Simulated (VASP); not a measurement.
# Sc (P6_3/mmc) in VASP: single point with PBEsol

Aim: the single point of Sc with PBEsol.

Program: VASP 6.6.1. These are calculated values, not measurements. Logs are shortened: lines on timing, memory, paths and dates and some standing lists are left out, and cuts for length are marked.

## 1. The cell of the first run

Symmetry: P6_3/mmc, No. 194, hexagonal system. Conventional cell: a = 3.274 Å, b = 3.274 Å, c = 5.085 Å, α = 90.00°, β = 90.00°, γ = 120.00°. Within 4.2 Å of Sc (site symmetry -6m2) lie 12 Sc at 3.17 to 3.27 Å.

## 2. Single point, PBEsol

Input file INCAR:

```
SYSTEM = Sc
PREC = Accurate
ENCUT = 520
EDIFF = 1E-6
ISMEAR = 0
SIGMA = 0.05
LREAL = .False.
LASPH = .True.
NELM = 100
ALGO = Normal
ISIF = 2
LWAVE = .False.
LCHARG = .False.
GGA = PS
NBANDS = 18
```

Input file KPOINTS:

```
regular mesh
0
Gamma
  14 14 8
  0 0 0
```

Input file POSCAR:

```
Sc
1.0
    3.2743063601      0.0000000000      0.0000000000
   -1.6371531801      2.8356324877      0.0000000000
    0.0000000000      0.0000000000      5.0851729083
Sc
2
Direct
    0.3333333333      0.6666666667      0.7500000000
    0.6666666667      0.3333333333      0.2500000000
```

Potentials or basis: VASP PAW PBE potentials, release 64 (Sc_sv).

Command:

```sh
$ cat potpaw_PBE.64/Sc_sv/POTCAR > POTCAR
$ mpirun -np 1 vasp_std > vasp.out
```

OUTCAR:

```text
SYSTEM = Sc
   PREC = Accurate
   ENCUT = 520
   EDIFF = 1E-6
   ISMEAR = 0
   LREAL = .False.
   LASPH = .True.
   NELM = 100
   ISIF = 2
   GGA = PS

 ion  position               nearest neighbor table
   1  0.333  0.667  0.750-   2 3.17   2 3.17   2 3.17   2 3.17   2 3.17   2 3.17
   2  0.667  0.333  0.250-   1 3.17   1 3.17   1 3.17   1 3.17   1 3.17   1 3.17

  LATTYP: Found a hexagonal cell.
 ALAT       =     3.2743063601
 C/A-ratio  =     1.5530534865

  Lattice vectors:

 A1 = (   3.2743063601,   0.0000000000,   0.0000000000)
 A2 = (  -1.6371531801,   2.8356324877,   0.0000000000)
 A3 = (   0.0000000000,   0.0000000000,   5.0851729083)

Analysis of symmetry for initial positions (statically):
=====================================================================
 Subroutine PRICEL returns:
 Original cell was already a primitive cell.

 Routine SETGRP: Setting up the symmetry group for a
 hexagonal supercell.

 Subroutine GETGRP returns: Found 24 space group operations
 (whereof 12 operations were pure point group operations)
 out of a pool of 24 trial point group operations.

The static configuration has the point symmetry D_3d.
 The point group associated with its full space group is D_6h.

Analysis of symmetry for dynamics (positions and initial velocities):
=====================================================================
 Subroutine PRICEL returns:
 Original cell was already a primitive cell.

 Routine SETGRP: Setting up the symmetry group for a
 hexagonal supercell.

 Subroutine GETGRP returns: Found 24 space group operations
 (whereof 12 operations were pure point group operations)
 out of a pool of 24 trial point group operations.

The dynamic configuration has the point symmetry D_3d.
 The point group associated with its full space group is D_6h.

 Subroutine INISYM returns: Found 24 space group operations
 (whereof 12 operations are pure point group operations),
 and found     1 'primitive' translations

----------------------------------------------------------------------------------------

                                     Primitive cell

  volume of cell :      47.2145

  direct lattice vectors                    reciprocal lattice vectors
     3.274306360  0.000000000  0.000000000     0.305408196  0.176327504  0.000000000
    -1.637153180  2.835632488  0.000000000     0.000000000  0.352655009  0.000000000
     0.000000000  0.000000000  5.085172908     0.000000000  0.000000000  0.196650147

  length of vectors
     3.274306360  3.274306360  5.085172908     0.352655009  0.352655009  0.196650147

  position of ions in fractional coordinates (direct lattice)
     0.333333333  0.666666667  0.750000000
     0.666666667  0.333333333  0.250000000

  ion indices of the primitive-cell ions
   primitive index   ion index
                 1           1
                 2           2

----------------------------------------------------------------------------------------

 KPOINTS: regular mesh

Automatic generation of k-mesh.
 Grid dimensions read from file:
 generate k-points for:   14   14    8

 Generating k-lattice:

  Cartesian coordinates                     Fractional coordinates (reciprocal lattice)
     0.021814871  0.012594822  0.000000000     0.071428571  0.000000000  0.000000000
     0.000000000  0.025189643  0.000000000     0.000000000  0.071428571  0.000000000
     0.000000000  0.000000000  0.024581268     0.000000000  0.000000000  0.125000000

  Length of vectors
     0.025189643  0.025189643  0.024581268

  Shift w.r.t. Gamma in fractional coordinates (k-lattice)
     0.000000000  0.000000000  0.000000000

 Subroutine IBZKPT returns following result:
 ===========================================

 Found    120 irreducible k-points:

 Following reciprocal coordinates:
            Coordinates               Weight
  0.000000  0.000000  0.000000      1.000000
  0.071429  0.000000  0.000000      6.000000
  0.142857  0.000000  0.000000      6.000000
  0.214286  0.000000  0.000000      6.000000
  0.285714  0.000000  0.000000      6.000000
  0.357143  0.000000  0.000000      6.000000
[... 16 lines left out ...]
  0.285714  0.285714  0.000000      6.000000
  0.357143  0.285714  0.000000      6.000000
 [... further k-points ...]
   k-points           NKPTS =    120   k-points in BZ     NKDIM =    120   number of bands    NBANDS=     18
   number of dos      NEDOS =    301   number of ions     NIONS =      2
   total plane-waves  NPLWV =  23040
   dimension x,y,z NGX =    24 NGY =   24 NGZ =   40
   dimension x,y,z NGXF=    48 NGYF=   48 NGZF=   80
   ions per type =               2
   NGX,Y,Z   is equivalent  to a cutoff of  12.19, 12.19, 13.08 a.u.
   NGXF,Y,Z  is equivalent  to a cutoff of  24.37, 24.37, 26.15 a.u.
 SYSTEM =  Sc
   PREC   = accura    normal or accurate (medium, high low for compatibility)
   ISTART =      0    job   : 0-new  1-cont  2-samecut
   ICHARG =      2    charge: 1-file 2-atom 10-const
   ISPIN  =      1    spin polarized calculation?
   LNONCOLLINEAR =      F non collinear calculations
   LSORBIT =      F    spin-orbit coupling
   LASPH  =      T    aspherical Exc in radial PAW
   ENCUT  =  520.0 eV  38.22 Ry    6.18 a.u.   6.09  6.09  9.46*2*pi/ulx,y,z
   NELM   =    100;   NELMIN=  2; NELMDL= -5     # of ELM steps
   EDIFF  = 0.1E-05   stopping-criterion for ELM
   LREAL  =      F    real-space projection
   EDIFFG = 0.1E-04   stopping-criterion for IOM
   NSW    =      0    number of steps for IOM
   IBRION =     -1    ionic relax: 0-MD 1-quasi-New 2-CG
   NFREE  =      0    steps in history (QN), initial steepest desc. (CG)
   ISIF   =      2    stress and relaxation
   ISYM   =      2    0-nonsym 1-usesym 2-fastsym
   POTIM  = 0.5000    time-step for ionic-motion
   TEBEG  =    0.0;   TEEND  =   0.0 temperature during run
   PSTRESS=    0.0 pullay stress
   NELECT =      22.0000    total number of electrons
   NUPDOWN=      -1.0000    fix difference up-down
   EMIN   =  10.00;   EMAX   =-10.00  energy-range for DOS
   EFERMI =   0.00;   METHOD = LEGACY
   ISMEAR =     0;   SIGMA  =   0.05  broadening in eV -4-tet -1-fermi 0-gaus
   EFERMI_NEDOS =   21; number of points for ismear=-14 and -15
   IALGO  =     38    algorithm
   IMIX   =      4    mixing-type and parameters
     AMIX     =   0.40;   BMIX     =  1.00
     AMIX_MAG =   1.60;   BMIX_MAG =  1.00
  volume/ion in A,a.u.               =      23.61       159.31
  Fermi-wavevector in a.u.,A,eV,Ry     =   1.269182  2.398407 21.916593  1.610824
  Thomas-Fermi vector in A             =   2.402237
   LORBIT       =      0    0 simple, 1 ext, 2 COOP (PROOUT), +10 PAW based schemes
   GGA     = PS    functional components
   LHFCALC =     F    Hartree Fock is set to
   AEXX    =    0.0000 exact exchange contribution
   IVDW    =     0    specifies the selected vdW correction
   LEPSILON=     F    determine dielectric tensor
   LRPA    =     F    only Hartree local field effects (RPA)
 non-spin polarized calculation
 Gauss-broadening in eV      SIGMA  =   0.05
  energy-cutoff  :      520.00
  volume of cell :       47.21
 maximum number of plane-waves:      1292
   NGX = 13   NGY = 13   NGZ = 19

 number of electron      22.0000008 magnetization

 Free energy of the ion-electron system (eV)
  ---------------------------------------------------
  ext. energy  EPLUGINS =         0.00000000
  ---------------------------------------------------
  free energy    TOTEN  =       -13.21426976 eV

  energy without entropy =      -13.21029843  energy(sigma->0) =      -13.21228409

 E-fermi :   3.8324     XC(G=0): -10.1670

 val. band max:        3.8316447051   @ k =   0.2143   0.0000   0.2500
 cond. band min:       3.8438776113   @ k =   0.2143   0.0000   0.0000
 fundamental gap:      0.0122329061
 Fermi energy:         3.8323705203

 k-point     1 :       0.0000    0.0000    0.0000
  band No.  band energies     occupation
      1     -45.2646      2.00000
      2     -45.1763      2.00000
      3     -24.2278      2.00000
      4     -23.8259      2.00000
      5     -23.8259      2.00000
      6     -23.7473      2.00000
[... 10 lines left out ...]
     17       6.2203      0.00000
     18       6.2203      0.00000

 k-point     2 :       0.0714    0.0000    0.0000
  band No.  band energies     occupation
      1     -45.2617      2.00000
      2     -45.1754      2.00000
      3     -24.2200      2.00000
      4     -23.8408      2.00000
      5     -23.8312      2.00000
      6     -23.7631      2.00000
[... 10 lines left out ...]
     17       6.1253      0.00000
     18       6.1466      0.00000

 k-point     3 :       0.1429    0.0000    0.0000
  band No.  band energies     occupation
      1     -45.2533      2.00000
      2     -45.1728      2.00000
      3     -24.1972      2.00000
      4     -23.8826      2.00000
      5     -23.8454      2.00000
      6     -23.8064      2.00000
[... 10 lines left out ...]
     17       6.1737      0.00000
     18       6.2440      0.00000

 k-point     4 :       0.2143    0.0000    0.0000
  band No.  band energies     occupation
      1     -45.2409      2.00000
      2     -45.1696      2.00000
      3     -24.1619      2.00000
      4     -23.9437      2.00000
      5     -23.8673      2.00000
      6     -23.8653      2.00000
[... 375 lines left out ...]
      4     -24.0146      2.00000
      5     -23.9783      2.00000
      6     -23.9721      2.00000
[... 10 lines left out ...]
     17       7.8187      0.00000
     18       7.9246      0.00000

 k-point    23 :       0.2857    0.2857    0.0000
  band No.  band energies     occupation
      1     -45.1859      2.00000
      2     -45.1697      2.00000
      3     -24.0812      2.00000
      4     -24.0203      2.00000
      5     -23.9719      2.00000
      6     -23.9688      2.00000
[... 10 lines left out ...]
     17       7.8223      0.00000
     18       7.8976      0.00000

 k-point    24 :       0.3571    0.2857    0.0000
  band No.  band energies     occupation
      1     -45.1802      2.00000
      2     -45.1730      2.00000
      3     -24.0835      2.00000
      4     -23.9987      2.00000
      5     -23.9974      2.00000
      6     -23.9444      2.00000
[... 10 lines left out ...]
     17       7.7111      0.00000
     18       7.8862      0.00000

 [... further k-points ...]
[... 5 lines left out ...]
  --------------------------------------------------------------------------------------
  -------------------------------------------------------------------------------------
  Total        0.0187454      0.0187454     -0.0242039     -0.0000000      0.0000000     -0.0000000
  in kB        0.6361068      0.6361068     -0.8213372     -0.0000000      0.0000000     -0.0000000
  external PRESSURE =       0.1502921 kB  Pullay stress =       0.0000000 kB

 VOLUME and BASIS-vectors are now :
 -----------------------------------------------------------------------------
  energy-cutoff  :      520.00
  volume of cell :       47.21
      direct lattice vectors                 reciprocal lattice vectors
     3.274306360  0.000000000  0.000000000     0.305408196  0.176327504  0.000000000
    -1.637153180  2.835632488  0.000000000     0.000000000  0.352655009  0.000000000
     0.000000000  0.000000000  5.085172908     0.000000000  0.000000000  0.196650147

 POSITION                                       TOTAL-FORCE (eV/Angst)
 -----------------------------------------------------------------------------------
     -0.00000      1.89042      3.81388        -0.000000      0.000000      0.000000
      1.63715      0.94521      1.27129         0.000000      0.000000      0.000000
 -----------------------------------------------------------------------------------
    total drift:                                0.000000     -0.000000      0.000000

  FREE ENERGIE OF THE ION-ELECTRON SYSTEM (eV)
  ---------------------------------------------------
  free  energy   TOTEN  =       -13.2142697589 eV

  energy  without entropy=      -13.2102984307  energy(sigma->0) =      -13.21228409
```

Run time: 47 s. Hardware: 1 thread of Intel Xeon Platinum 8375C at 2.90GHz (Ice Lake), shared host; peak memory 0.21 GiB.

What came out:

```yaml
Free_energy: -13.2143 eV
Pressure: 0.0 GPa
Band_gap_on_the_k_mesh: zero (band 11 reaches 4.84 eV, above the bottom of band 12 at 3.26 eV)
```

Stress tensor (GPa, compression positive):
```
 0.06  0.00  0.00
 0.00  0.06  0.00
 0.00  0.00 -0.08
```

Caveat: the PAW data sets were made with another functional, which shifts forces and pressure a little.
